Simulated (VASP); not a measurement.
Write the native input for VASP 6.6.1 that does the following.

```yaml
Task: relaxation of cell and atoms
Functional: PBE
Potentials_or_basis: VASP PAW PBE potentials, release 64 (Hf_pv, O)
Cutoff: 600 eV
k_mesh: 6 × 6 × 6
Occupations: gaussian, width 0.01 eV
Spin: no spin polarisation
Target_pressure: 22 GPa
Dipole_correction: no
Further_INCAR_settings: ALGO = Normal; EDIFF = 1e-07; IBRION = 2; EDIFFG = -0.001; NSW = 80; ISIF = 3
```

The structure of HfO2 lies in POSCAR:

```
HfO2
1.0
    3.5546992108      0.0000000000      0.0000000000
    0.0000000000      3.5546992108      0.0000000000
    0.0000000000      0.0000000000      5.1212049226
Hf O
2 4
Direct
    0.5000000000      0.5000000000      0.5000000000
    0.0000000000      0.0000000000      0.0000000000
    0.0000000000      0.5000000000      0.7054719355
    0.5000000000      0.0000000000      0.7945280645
    0.5000000000      0.0000000000      0.2945280645
    0.0000000000      0.5000000000      0.2054719355
```

The input as run:

INCAR

```
  PREC = Accurate
  ENCUT = 600
  EDIFF = 1E-7
  ISMEAR = 0
  SIGMA = 0.01
  LREAL = F
  LASPH = T
  NELM = 100
  ALGO = Normal
  ISIF = 3
  LWAVE = F
  LCHARG = F
  GGA = PE
  IBRION = 2
  NSW = 80
  EDIFFG = -0.001
  PSTRESS = 220.0
```

KPOINTS

```
Automatic mesh
0
Gamma
  6 6 6
```

Potentials or basis: VASP PAW PBE potentials, release 64 (Hf_pv, O).

Launch:

```console
$ cat potpaw_PBE.64/Hf_pv/POTCAR potpaw_PBE.64/O/POTCAR > POTCAR
$ mpirun -np 1 vasp_std > vasp.out
```

Results of the run:

```
Relaxed volume                                             : 10.18 Å³/atom
Relaxed cell                                               : a = 3.498 Å, b = 3.498 Å, c = 4.993 Å, α = 90.00°, β = 90.00°, γ = 90.00°
Space group after relaxing (to 0.1 Å)                      : P4_2/nmc (No. 137)
Energy change on relaxing (the run minimises the enthalpy) : +53.9 meV/atom
Ionic steps                                                : 34
Pressure after relaxing                                    : 22.0 GPa
Band gap on the k mesh                                     : 4.56 eV (least direct gap 4.78 eV)
```

Caveat: the cell is relaxed towards a set pressure, so the run minimises the enthalpy, not the energy; spin-orbit coupling is left out, which moves the levels of the heavy elements.

Wall time 31 min on 1 thread of Intel Xeon 8259CL, with other jobs on the host, peak memory 0.24 GiB.
